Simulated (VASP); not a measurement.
A run of VASP 6.6.1:

INCAR

```
SYSTEM = Os
PREC = Accurate
ENCUT = 600
EDIFF = 1E-6
ISMEAR = -1
SIGMA = 0.1
LREAL = .False.
LASPH = .True.
NELM = 80
ALGO = Normal
ISIF = 3
LWAVE = .False.
LCHARG = .False.
GGA = PE
IBRION = 2
NSW = 80
EDIFFG = -0.01
PSTRESS = 300.0
```

File KPOINTS:

```
regular mesh
0
Gamma
  16 16 16
  0 0 0
```

POSCAR

```
Os
1.0
    2.4900000000      0.0000000000      0.0000000000
    0.0000000000      2.4900000000      0.0000000000
    0.0000000000      0.0000000000      2.4900000000
Os
1
Direct
    0.0000000000      0.0000000000      0.0000000000
```

Potentials or basis: VASP PAW PBE potentials, release 64 (Os).

Launch:

```console
$ cat potpaw_PBE.64/Os/POTCAR > POTCAR
$ mpirun -np 1 vasp_std > vasp.out
```

Hardware: 1 thread of Intel(R) Xeon(R) 6975P-C (Granite Rapids), with other jobs on the host.

Estimate the wall time of this run.

It took 14 s on 1 thread of Intel(R) Xeon(R) 6975P-C (Granite Rapids) (shared host), peak memory 0.15 GiB. Counts: scf iterations 25, k points 165, ion steps 3.
